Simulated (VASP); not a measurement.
Set up this calculation in VASP 6.6.1, as the native input.

- Task: single point
- Functional: PBE
- Potentials or basis: VASP PAW PBE potentials, release 64 (Ba_sv, Ti_sv, O)
- Cutoff: 520 eV
- k mesh: 6 × 6 × 6
- Occupations: gaussian, width 0.05 eV
- Spin: no spin polarisation
- Dipole correction: no
- Further INCAR settings: ALGO = Normal; EDIFF = 1e-06; NBANDS = 28

The structure of BaTiO3 lies in POSCAR:

```
BaTiO3
1.0
    2.8630706910      1.6529946342      2.3563003940
   -2.8630706910      1.6529946342      2.3563003940
    0.0000000000     -3.3059892684      2.3563003940
Ba Ti O
1 1 3
Direct
   -0.0587045955     -0.0587045955     -0.0587045955
    0.5191875227      0.5191875227      0.5191875227
    0.4883938465      0.4883938465      0.9777702638
    0.4883938465      0.9777702638      0.4883938465
    0.9777702638      0.4883938465      0.4883938465
```

This cell differs from its parent crystal: atom 1 (Ba) moved +0.450 Å towards its neighbour atom 2 (Ti) at 3.434 Å.

One way to write it, as run:

INCAR

```
PREC     = Accurate       # precision mode
ENCUT    = 520            # plane-wave cutoff, eV
EDIFF    = 1E-6           # SCF threshold, eV
ISMEAR   = 0              # smearing method
SIGMA    = 0.05           # smearing width, eV
LREAL    = False          # projectors in reciprocal space
LASPH    = True           # aspherical terms in the spheres
NELM     = 60             # most SCF steps
ALGO     = Normal         # electronic algorithm
ISIF     = 2              # what is computed and relaxed
LWAVE    = False          # write WAVECAR
LCHARG   = False          # write CHGCAR
GGA      = PE             # functional
NBANDS   = 28             # bands
```

KPOINTS

```
regular mesh
0
Gamma
  6 6 6
```

Potentials or basis: VASP PAW PBE potentials, release 64 (Ba_sv, Ti_sv, O).

The run is started by

```bash
$ cat potpaw_PBE.64/Ba_sv/POTCAR potpaw_PBE.64/Ti_sv/POTCAR potpaw_PBE.64/O/POTCAR > POTCAR
$ mpirun -np 1 vasp_std > vasp.out
```

Results of the run:

```
Pressure               : 5.8 GPa
Largest force          : 3.122 eV/Å
Band gap on the k mesh : 2.52 eV (least direct gap 3.07 eV)
```

Caveat: the cell differs from its parent crystal (atom 1 (Ba) moved +0.450 Å towards its neighbour atom 2 (Ti) at 3.434 Å); the stress differs along the axes, from 3 to 12 GPa; spin-orbit coupling is left out, which moves the levels of the heavy elements; forces of over 1 eV/Å act on the atoms, so gaps and moduli don't describe the material at rest.

It took 2 min on 1 thread of Intel Xeon 8259CL, on a shared host, peak memory 0.21 GiB.
